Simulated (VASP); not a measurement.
# Cu in VASP: further runs

The runs below take Cu through single point, with PBE.

Program: VASP 6.6.1. These are calculated values, not measurements. Logs are shortened: lines on timing, memory, paths and dates and some standing lists are left out, and cuts for length are marked.

### 1 The cell of the first run

It takes space group R-3m (No. 166, trigonal). The conventional cell has a = 2.569 Å, b = 2.569 Å, c = 6.199 Å, α = 90.00°, β = 90.00°, γ = 120.00°. Within 3.4 Å of Cu (site symmetry -3m) lie 12 Cu at 2.54 to 2.57 Å.

### 2 Single point, PBE (equal xy, yz and zx shear strains of -1 %)

Input file INCAR:

```
ALGO = Normal
EDIFF = 1E-7
ENCUT = 520
GGA = PE
ISIF = 2
ISMEAR = -1
LASPH = T
LCHARG = T
LELF = T
LREAL = F
LVHAR = T
LWAVE = F
NBANDS = 12
NELM = 80
PREC = Accurate
SIGMA = 0.08
```

Input file KPOINTS:

```
k-points
0
Gamma
  19 19 19
```

Input file POSCAR:

```
Cu
1.0
   -0.0180750000      1.7984625000      1.7984625000
    1.7984625000     -0.0180750000      1.7984625000
    1.7984625000      1.7984625000     -0.0180750000
Cu
1
Direct
    0.0000000000      0.0000000000      0.0000000000
```

Potentials or basis: VASP PAW PBE potentials, release 64 (Cu).

Run with:

```
$ cat potpaw_PBE.64/Cu/POTCAR > POTCAR
$ mpirun -np 1 vasp_std > vasp.out
```

OUTCAR:

```text
EDIFF = 1E-7
   ENCUT = 520
   GGA = PE
   ISIF = 2
   ISMEAR = -1
   LASPH = T
   LREAL = F
   NELM = 80
   PREC = Accurate

 ion  position               nearest neighbor table
   1  0.000  0.000  0.000-

  LATTYP: Found a trigonal (rhomboedric) cell.
 ALAT       =     2.5434742840
 COS(alpha) =     0.4899250057

  Lattice vectors:

 A1 = (  -0.0180750000,   1.7984625000,   1.7984625000)
 A2 = (   1.7984625000,  -0.0180750000,   1.7984625000)
 A3 = (   1.7984625000,   1.7984625000,  -0.0180750000)

Analysis of symmetry for initial positions (statically):
=====================================================================
 Subroutine PRICEL returns:
 Original cell was already a primitive cell.

 Routine SETGRP: Setting up the symmetry group for a
 trigonal (rhombohedral) supercell.

 Subroutine GETGRP returns: Found 12 space group operations
 (whereof 12 operations were pure point group operations)
 out of a pool of 12 trial point group operations.

The static configuration has the point symmetry D_3d.

Analysis of symmetry for dynamics (positions and initial velocities):
=====================================================================
 Subroutine PRICEL returns:
 Original cell was already a primitive cell.

 Routine SETGRP: Setting up the symmetry group for a
 trigonal (rhombohedral) supercell.

 Subroutine GETGRP returns: Found 12 space group operations
 (whereof 12 operations were pure point group operations)
 out of a pool of 12 trial point group operations.

The dynamic configuration has the point symmetry D_3d.

 Subroutine INISYM returns: Found 12 space group operations
 (whereof 12 operations are pure point group operations),
 and found     1 'primitive' translations

----------------------------------------------------------------------------------------

                                     Primitive cell

  volume of cell :      11.8095

  direct lattice vectors                    reciprocal lattice vectors
    -0.018075000  1.798462500  1.798462500    -0.273858782  0.276639074  0.276639074
     1.798462500 -0.018075000  1.798462500     0.276639074 -0.273858782  0.276639074
     1.798462500  1.798462500 -0.018075000     0.276639074  0.276639074 -0.273858782

  length of vectors
     2.543474284  2.543474284  2.543474284     0.477553125  0.477553125  0.477553125

  position of ions in fractional coordinates (direct lattice)
     0.000000000  0.000000000  0.000000000

  ion indices of the primitive-cell ions
   primitive index   ion index
                 1           1

----------------------------------------------------------------------------------------

 KPOINTS: k-points

Automatic generation of k-mesh.
 Grid dimensions read from file:
 generate k-points for:   19   19   19

 Generating k-lattice:

  Cartesian coordinates                     Fractional coordinates (reciprocal lattice)
    -0.014413620  0.014559951  0.014559951     0.052631579  0.000000000  0.000000000
     0.014559951 -0.014413620  0.014559951     0.000000000  0.052631579  0.000000000
     0.014559951  0.014559951 -0.014413620     0.000000000  0.000000000  0.052631579

  Length of vectors
     0.025134375  0.025134375  0.025134375

  Shift w.r.t. Gamma in fractional coordinates (k-lattice)
     0.000000000  0.000000000  0.000000000

 Subroutine IBZKPT returns following result:
 ===========================================

 Found    670 irreducible k-points:

 Following reciprocal coordinates:
            Coordinates               Weight
  0.000000  0.000000  0.000000      1.000000
  0.052632  0.000000  0.000000      6.000000
  0.105263  0.000000  0.000000      6.000000
  0.157895  0.000000  0.000000      6.000000
  0.210526  0.000000 -0.000000      6.000000
  0.263158  0.000000 -0.000000      6.000000
[... 16 lines left out ...]
 -0.315789  0.052632  0.000000     12.000000
 -0.263158  0.052632 -0.000000     12.000000
 [... further k-points ...]
   k-points           NKPTS =    670   k-points in BZ     NKDIM =    670   number of bands    NBANDS=     12
   number of dos      NEDOS =    301   number of ions     NIONS =      1
   total plane-waves  NPLWV =   8000
   dimension x,y,z NGX =    20 NGY =   20 NGZ =   20
   dimension x,y,z NGXF=    40 NGYF=   40 NGZF=   40
   ions per type =               1
   NGX,Y,Z   is equivalent  to a cutoff of  13.07, 13.07, 13.07 a.u.
   NGXF,Y,Z  is equivalent  to a cutoff of  26.14, 26.14, 26.14 a.u.
 SYSTEM =  unknown system
   PREC   = accura    normal or accurate (medium, high low for compatibility)
   ISTART =      0    job   : 0-new  1-cont  2-samecut
   ICHARG =      2    charge: 1-file 2-atom 10-const
   ISPIN  =      1    spin polarized calculation?
   LNONCOLLINEAR =      F non collinear calculations
   LSORBIT =      F    spin-orbit coupling
   LASPH  =      T    aspherical Exc in radial PAW
   ENCUT  =  520.0 eV  38.22 Ry    6.18 a.u.   4.73  4.73  4.73*2*pi/ulx,y,z
   NELM   =     80;   NELMIN=  2; NELMDL= -5     # of ELM steps
   EDIFF  = 0.1E-06   stopping-criterion for ELM
   LREAL  =      F    real-space projection
   EDIFFG = 0.1E-05   stopping-criterion for IOM
   NSW    =      0    number of steps for IOM
   IBRION =     -1    ionic relax: 0-MD 1-quasi-New 2-CG
   NFREE  =      0    steps in history (QN), initial steepest desc. (CG)
   ISIF   =      2    stress and relaxation
   ISYM   =      2    0-nonsym 1-usesym 2-fastsym
   POTIM  = 0.5000    time-step for ionic-motion
   TEBEG  =    0.0;   TEEND  =   0.0 temperature during run
   PSTRESS=    0.0 pullay stress
   NELECT =      11.0000    total number of electrons
   NUPDOWN=      -1.0000    fix difference up-down
   EMIN   =  10.00;   EMAX   =-10.00  energy-range for DOS
   EFERMI =   0.00;   METHOD = LEGACY
   ISMEAR =    -1;   SIGMA  =   0.08  broadening in eV -4-tet -1-fermi 0-gaus
   EFERMI_NEDOS =   21; number of points for ismear=-14 and -15
   IALGO  =     38    algorithm
   IMIX   =      4    mixing-type and parameters
     AMIX     =   0.40;   BMIX     =  1.00
     AMIX_MAG =   1.60;   BMIX_MAG =  1.00
  volume/ion in A,a.u.               =      11.81        79.69
  Fermi-wavevector in a.u.,A,eV,Ry     =   1.598803  3.021300 34.778823  2.556171
  Thomas-Fermi vector in A             =   2.696196
   LORBIT       =      0    0 simple, 1 ext, 2 COOP (PROOUT), +10 PAW based schemes
   GGA     = PE    functional components
   LHFCALC =     F    Hartree Fock is set to
   AEXX    =    0.0000 exact exchange contribution
   IVDW    =     0    specifies the selected vdW correction
   LEPSILON=     F    determine dielectric tensor
   LRPA    =     F    only Hartree local field effects (RPA)
 non-spin polarized calculation
  energy-cutoff  :      520.00
  volume of cell :       11.81
 maximum number of plane-waves:       331
   NGX =  9   NGY =  9   NGZ =  9

 number of electron      11.0000000 magnetization

 Free energy of the ion-electron system (eV)
  ---------------------------------------------------
  ext. energy  EPLUGINS =         0.00000000
  ---------------------------------------------------
  free energy    TOTEN  =        -3.72754354 eV

  energy without entropy =       -3.72030949  energy(sigma->0) =       -3.72392651

 E-fermi :   7.6278     XC(G=0): -12.7268

 val. band max:        7.6151871333   @ k =  -0.2632   0.2632   0.0000
 cond. band min:       7.6408738369   @ k =  -0.1579   0.3684   0.0526
 fundamental gap:      0.0256867036
 Fermi energy:         7.6277680048

 k-point     1 :       0.0000    0.0000    0.0000
  band No.  band energies     occupation
      1      -1.7656      2.00000
      2       4.5259      2.00000
      3       4.5259      2.00000
      4       4.6052      2.00000
      5       5.3768      2.00000
      6       5.3768      2.00000
      7      30.1459      0.00000
      8      32.5813      0.00000
      9      32.5813      0.00000
     10      33.3607      0.00000
     11      35.1126      0.00000
     12      35.1126      0.00000

 k-point     2 :       0.0526    0.0000    0.0000
  band No.  band energies     occupation
      1      -1.6653      2.00000
      2       4.5088      2.00000
      3       4.5434      2.00000
      4       4.6207      2.00000
      5       5.3696      2.00000
      6       5.3697      2.00000
      7      29.5119      0.00000
      8      31.4165      0.00000
      9      32.2683      0.00000
     10      32.9649      0.00000
     11      35.5700      0.00000
     12      36.0341      0.00000

 k-point     3 :       0.1053    0.0000    0.0000
  band No.  band energies     occupation
      1      -1.3674      2.00000
      2       4.4548      2.00000
      3       4.5893      2.00000
      4       4.6684      2.00000
      5       5.3547      2.00000
      6       5.3551      2.00000
      7      27.2399      0.00000
      8      30.8624      0.00000
      9      31.6708      0.00000
     10      32.3210      0.00000
     11      36.5653      0.00000
     12      36.9014      0.00000
[... 286 lines left out ...]
 k-point    23 :      -0.3158    0.0526    0.0000
  band No.  band energies     occupation
      1       1.6485      2.00000
      2       4.4674      2.00000
      3       4.5796      2.00000
      4       4.6958      2.00000
      5       5.5970      2.00000
      6       5.8448      2.00000
      7      16.1707      0.00000
      8      27.2074      0.00000
      9      30.2327      0.00000
     10      31.4773      0.00000
     11      33.4275      0.00000
     12      35.2122      0.00000

 k-point    24 :      -0.2632    0.0526   -0.0000
  band No.  band energies     occupation
      1       0.8858      2.00000
      2       4.2774      2.00000
      3       4.6380      2.00000
      4       4.7511      2.00000
      5       5.4423      2.00000
      6       5.6751      2.00000
      7      18.5306      0.00000
      8      27.3672      0.00000
      9      30.8236      0.00000
     10      32.1276      0.00000
     11      34.1898      0.00000
     12      35.5510      0.00000

 [... further k-points ...]
[... 5 lines left out ...]
  --------------------------------------------------------------------------------------
  -------------------------------------------------------------------------------------
  Total        0.1696204      0.1696204      0.1696204      0.0536216      0.0536216      0.0536216
  in kB       23.0121092     23.0121092     23.0121092      7.2747459      7.2747459      7.2747459
  external PRESSURE =      23.0121092 kB  Pullay stress =       0.0000000 kB

 VOLUME and BASIS-vectors are now :
 -----------------------------------------------------------------------------
  energy-cutoff  :      520.00
  volume of cell :       11.81
      direct lattice vectors                 reciprocal lattice vectors
    -0.018075000  1.798462500  1.798462500    -0.273858782  0.276639074  0.276639074
     1.798462500 -0.018075000  1.798462500     0.276639074 -0.273858782  0.276639074
     1.798462500  1.798462500 -0.018075000     0.276639074  0.276639074 -0.273858782

 POSITION                                       TOTAL-FORCE (eV/Angst)
 -----------------------------------------------------------------------------------
      0.00000      0.00000      0.00000        -0.000000      0.000000     -0.000000
 -----------------------------------------------------------------------------------
    total drift:                               -0.000000     -0.000000     -0.000000

  FREE ENERGIE OF THE ION-ELECTRON SYSTEM (eV)
  ---------------------------------------------------
  free  energy   TOTEN  =        -3.7275435387 eV

  energy  without entropy=       -3.7203094871  energy(sigma->0) =       -3.72392651
```

Run time: 53 s. Hardware: 1 thread of AMD EPYC 9R45 (Zen 5), shared host; peak memory 0.17 GiB.

Results:

```
Free energy : -3.7275 eV
Pressure    : 2.3 GPa
```

Stress tensor (GPa, compression positive):
```
2.30 0.73 0.73
0.73 2.30 0.73
0.73 0.73 2.30
```

Levels at points of the mesh, in eV from the Fermi level:
| k point | band 3 | band 4 | band 5 | band 6 | band 7 | band 8 | band 9 | band 10 |
| --- | --- | --- | --- | --- | --- | --- | --- | --- |
| (0.00, 0.00, 0.00) | -3.10 | -3.02 | -2.25 | -2.25 | 22.52 | 24.95 | 24.95 | 25.73 |

Caveat: the cell differs from its parent crystal (equal xy, yz and zx shear strains of -1 %).

### 3 Single point, PBE (equal xy, yz and zx shear strains of +2 %)

Input file INCAR:

```
PREC     = Accurate       # precision mode
ENCUT    = 520            # plane-wave cutoff, eV
EDIFF    = 1E-6           # SCF threshold, eV
ISMEAR   = -1             # smearing method
SIGMA    = 0.08           # smearing width, eV
LREAL    = F              # projectors in reciprocal space
LASPH    = T              # aspherical terms in the spheres
NELM     = 60             # most SCF steps
ALGO     = Normal         # electronic algorithm
ISIF     = 2              # what is computed and relaxed
LWAVE    = F              # write WAVECAR
LCHARG   = T              # write CHGCAR
GGA      = PE             # functional
LELF     = T              # ELF
LVHAR    = T            
NBANDS   = 12             # bands
```

Input file KPOINTS:

```
regular mesh
0
Gamma
  19 19 19
```

Input file POSCAR:

```
Cu
1.0
    0.0361500000      1.8255750000      1.8255750000
    1.8255750000      0.0361500000      1.8255750000
    1.8255750000      1.8255750000      0.0361500000
Cu
1
Direct
    0.0000000000      0.0000000000      0.0000000000
```

Potentials or basis: VASP PAW PBE potentials, release 64 (Cu).

Run with:

```
$ cat potpaw_PBE.64/Cu/POTCAR > POTCAR
$ mpirun -np 1 vasp_std > vasp.out
```

OUTCAR:

```text
PREC = Accurate
   ENCUT = 520
   EDIFF = 1E-6
   ISMEAR = -1
   LREAL = F
   LASPH = T
   NELM = 60
   ISIF = 2
   GGA = PE

 ion  position               nearest neighbor table
   1  0.000  0.000  0.000-

  LATTYP: Found a trigonal (rhomboedric) cell.
 ALAT       =     2.5820059999
 COS(alpha) =     0.5197000882

  Lattice vectors:

 A1 = (   0.0361500000,   1.8255750000,   1.8255750000)
 A2 = (   1.8255750000,   0.0361500000,   1.8255750000)
 A3 = (   1.8255750000,   1.8255750000,   0.0361500000)

[... 529 lines left out ...]
      5       5.4079      2.00000
      6       5.6799      2.00000
      7      18.8636      0.00000
      8      27.6717      0.00000
      9      30.1844      0.00000
     10      31.7254      0.00000
     11      33.8098      0.00000
     12      35.2593      0.00000

 [... further k-points ...]
[... 5 lines left out ...]
  --------------------------------------------------------------------------------------
  -------------------------------------------------------------------------------------
  Total        0.1818588      0.1818588      0.1818588     -0.1143575     -0.1143575     -0.1143575
  in kB       24.6779751     24.6779751     24.6779751    -15.5181436    -15.5181436    -15.5181436
  external PRESSURE =      24.6779751 kB  Pullay stress =       0.0000000 kB

 VOLUME and BASIS-vectors are now :
 -----------------------------------------------------------------------------
  energy-cutoff  :      520.00
  volume of cell :       11.81
      direct lattice vectors                 reciprocal lattice vectors
     0.036150000  1.825575000  1.825575000    -0.282158772  0.276679961  0.276679961
     1.825575000  0.036150000  1.825575000     0.276679961 -0.282158772  0.276679961
     1.825575000  1.825575000  0.036150000     0.276679961  0.276679961 -0.282158772

 POSITION                                       TOTAL-FORCE (eV/Angst)
 -----------------------------------------------------------------------------------
      0.00000      0.00000      0.00000        -0.000000      0.000000      0.000000
 -----------------------------------------------------------------------------------
    total drift:                               -0.000000     -0.000000     -0.000000

  FREE ENERGIE OF THE ION-ELECTRON SYSTEM (eV)
  ---------------------------------------------------
  free  energy   TOTEN  =        -3.7249878478 eV

  energy  without entropy=       -3.7180131001  energy(sigma->0) =       -3.72150047
```

It took 48 s on 1 thread of AMD EPYC 9R45 (Zen 5), shared host; peak memory 0.17 GiB.

Results:

* Free energy: -3.7250 eV
* Pressure: 2.5 GPa

Caveat: the cell differs from its parent crystal (equal xy, yz and zx shear strains of +2 %).

### 4 Single point, PBE (xy shear strain of -2 %)

Input file INCAR:

```
ALGO     = Normal         # electronic algorithm
EDIFF    = 1E-7           # SCF threshold, eV
ENCUT    = 520            # plane-wave cutoff, eV
GGA      = PE             # functional
ISIF     = 2              # what is computed and relaxed
ISMEAR   = -1             # smearing method
LASPH    = T              # aspherical terms in the spheres
LCHARG   = F              # write CHGCAR
LREAL    = F              # projectors in reciprocal space
LWAVE    = F              # write WAVECAR
NBANDS   = 12             # bands
NELM     = 60             # most SCF steps
PREC     = Accurate       # precision mode
SIGMA    = 0.08           # smearing width, eV
```

Input file KPOINTS:

```
k-points
0
Gamma
  19 19 19
```

Input file POSCAR:

```
Cu
1.0
   -0.0180750000      1.8075000000      1.8075000000
    1.8075000000     -0.0180750000      1.8075000000
    1.7894250000      1.7894250000      0.0000000000
Cu
1
Direct
    0.0000000000      0.0000000000      0.0000000000
```

Run with:

```
$ cat potpaw_PBE.64/Cu/POTCAR > POTCAR
$ mpirun -np 1 vasp_std > vasp.out
```

It took 2.2 min on 1 thread of Intel Xeon Platinum 8488C (Sapphire Rapids), shared host; peak memory 0.24 GiB.

It converged, with:

```
Free energy : -3.7273 eV
Pressure    : 2.3 GPa
```

Stress tensor (GPa, compression positive):
```
2.38 1.51 0.00
1.51 2.38 0.00
0.00 0.00 2.20
```

Levels at points of the mesh, in eV from the Fermi level:
```csv
k point,band 2,band 3,band 4,band 5,band 6,band 7,band 8,band 9,band 10,band 11
"(0.00, 0.00, 0.00)",-3.13,-3.08,-3.02,-2.25,-2.25,22.50,24.71,25.26,25.70,27.28
```

Caveat: the cell differs from its parent crystal (xy shear strain of -2 %).

### 5 Single point, PBE (volume scaled by 0.94)

Input file INCAR:

```
SYSTEM = Cu
  PREC = Accurate
  ENCUT = 520
  EDIFF = 1E-7
  ISMEAR = -1
  SIGMA = 0.08
  LREAL = .FALSE.
  LASPH = .TRUE.
  NELM = 60
  ALGO = Normal
  ISIF = 2
  LWAVE = .FALSE.
  LCHARG = .FALSE.
  GGA = PE
  NBANDS = 12
```

Input file KPOINTS:

```
regular mesh
0
G
  19 19 19
  0 0 0
```

Input file POSCAR:

```
Cu
1.0
    0.0000000000      1.7706018915      1.7706018915
    1.7706018915      0.0000000000      1.7706018915
    1.7706018915      1.7706018915      0.0000000000
Cu
1
Direct
    0.0000000000      0.0000000000      0.0000000000
```

Run with:

```
$ cat potpaw_PBE.64/Cu/POTCAR > POTCAR
$ mpirun -np 1 vasp_std > vasp.out
```

Run time: 18 s. Hardware: 1 thread of Intel Xeon Platinum 8375C at 2.90GHz (Ice Lake), shared host; peak memory 0.14 GiB.

The run converged. Its results:

```yaml
Free_energy: -3.6955 eV
Pressure: 13.0 GPa
```

Levels at points of the mesh, in eV from the Fermi level:
```csv
k point,band 4,band 5,band 6,band 7,band 8,band 9
"(0.00, 0.00, 0.00)",-3.29,-2.38,-2.38,23.03,26.16,26.16
```

(Part 1 of 2 ends here.)
